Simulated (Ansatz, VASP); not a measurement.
## Two plane-wave programs on Ta4C3

The input INCAR:

```
SYSTEM = Ta4C3
  ALGO = Normal
  EDIFF = 1E-6
  ENCUT = 520
  GGA = PS
  ISIF = 2
  ISMEAR = 0
  LASPH = .True.
  LCHARG = .True.
  LELF = .True.
  LREAL = .False.
  LVHAR = .True.
  LWAVE = .False.
  NBANDS = 37
  NELM = 100
  PREC = Accurate
  SIGMA = 0.15
```

The input KPOINTS:

```
k-points
0
Gamma
  10 10 10
  0 0 0
```

Contents of POSCAR:

```
Ta4C3
1.0
    4.0503940292      0.0000000000      0.0000000000
    0.0000000000      4.0503940292      0.0000000000
    0.0000000000      0.0000000000      4.2264981175
Ta C
4 3
Direct
    0.0000000000      0.5000000000      0.5000000000
    0.5000000000      0.0000000000      0.5000000000
    0.5000000000      0.5000000000      0.0000000000
    0.0000000000      0.0000000000      0.0000000000
    0.5000000000      0.0000000000      0.0000000000
    0.0000000000      0.5000000000      0.0000000000
    0.0000000000      0.0000000000      0.5000000000
```

Input for Ansatz:

```yaml
crystal:
  lattice:
    - [4.0503940292, 0.0, 0.0]
    - [0.0, 4.0503940292, 0.0]
    - [0.0, 0.0, 4.2264981175]
  atoms:
    - { symbol: Ta, position: [0.0, 0.5, 0.5] }
    - { symbol: Ta, position: [0.5, 0.0, 0.5] }
    - { symbol: Ta, position: [0.5, 0.5, 0.0] }
    - { symbol: Ta, position: [0.0, 0.0, 0.0] }
    - { symbol: C, position: [0.5, 0.0, 0.0] }
    - { symbol: C, position: [0.0, 0.5, 0.0] }
    - { symbol: C, position: [0.0, 0.0, 0.5] }
basis:
  ecutwfc: 420
kpoints:
  mp_grid: { grid: [10, 10, 10] }
hamiltonian:
  xc: pbesol
scf:
  occupations: { method: gaussian, width: 0.15 }
output:
  forces: true
  stress: true
  eigenvalues: true
```

Change from the starting cell: strain -0.080 along x and y, -0.040 along z, atoms carried along.

Alike in both runs: task single point; functional PBEsol; k mesh 10 × 10 × 10; occupations gaussian, width 0.15 eV; no spin polarisation.

|  | VASP | Ansatz |
| --- | --- | --- |
| version | VASP 6.6.1 | Ansatz 0.2.0 |
| potentials or method | VASP PAW PBE potentials, release 64 (Ta_pv, C), cutoff 520 eV | scalar-relativistic, plane waves, PAW |
| valence electrons in the cell | 56 | 64 |

|  | VASP | Ansatz | Ansatz less VASP |
| --- | --- | --- | --- |
| gap on the k mesh at the Fermi level (eV) | none | none | - |
| pressure (GPa) | 102.3 | 100.3 | -2.07 |
| traceless stress, the component that is largest in VASP (GPa) | -29.11 | -28.82 | +0.292 |

VASP's potentials were made for PBE, not for PBEsol. A gap of «none» marks a metal or a gap that the smearing closes. Both programs put the cell under a high pressure, so it lies far from rest at this level. With one functional, cell and mesh, what is left measures potentials, basis and numerics. VASP's potentials hold 56 valence electrons a cell and Ansatz's 64, so a difference there can come from the potentials and not from the codes.

Neither program's run includes spin-orbit coupling. Noted on VASP's run: the cell as given lies far from equilibrium.
